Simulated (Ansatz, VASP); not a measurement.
## Ru in VASP and in Ansatz

```
Ru
1.0
     0.00000    1.95475    1.80951
     1.95475    0.00000    1.80951
     1.95475    1.95475    0.00000
Ru
1
Direct
  0.00000 0.00000 0.00000
```

Alike in both runs: task single point; functional PBE; k mesh 22 × 22 × 22; occupations gaussian, width 0.15 eV; no spin polarisation.

|  | VASP | Ansatz |
| --- | --- | --- |
| version | VASP 6.6.1 | Ansatz 0.2.0 |
| potentials or method | VASP PAW PBE potentials, release 64 (Ru_pv), cutoff 520 eV | scalar-relativistic, plane waves, PAW |
| valence electrons in the cell | 14 | 16 |

Ansatz gave:

| Quantity | Value |
| --- | --- |
| gap on the k mesh at the Fermi level (eV) | none |
| pressure (GPa) | 0.9 |
| traceless stress, the component that is largest in VASP (GPa) | 13.35 |

Q: Estimate VASP's values.

A: gap on the k mesh at the Fermi level (eV): none; pressure (GPa): 0.8; traceless stress, the component that is largest in VASP (GPa): 13.32.

A gap of «none» marks a metal or a gap that the smearing closes. The functional is the same, so the differences come from potentials, cutoffs and numerics. VASP's potentials hold 14 valence electrons a cell and Ansatz's 16, so a difference there can come from the potentials and not from the codes.
